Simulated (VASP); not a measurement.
TePb:

```xyz
2
Lattice="0.0000 3.1650 3.1650 3.1650 0.0000 3.1650 3.1650 3.1650 0.0000" Properties=species:S:1:pos:R:3 pbc="T T T"
Pb    0.0000    0.0000    0.0000
Te    3.1650    3.1650    3.1650
```

Base run:

```yaml
Program: VASP 6.6.1
Functional: PBEsol
Potentials_or_basis: VASP PAW PBE potentials, release 64 (Pb_d, Te)
Cutoff: 520 eV
k_mesh: 7 × 7 × 7
Occupations: fermi-dirac, width 0.05 eV
Spin: no spin polarisation
```

Its results: pressure 2.6 GPa.

Question: The run is repeated on the same cell with these changes: functional from PBEsol to r2SCAN. What comes out?

Answer: Pressure 5.0 GPa.

Caveats: the PAW data sets were made with another functional, which shifts forces and pressure a little.
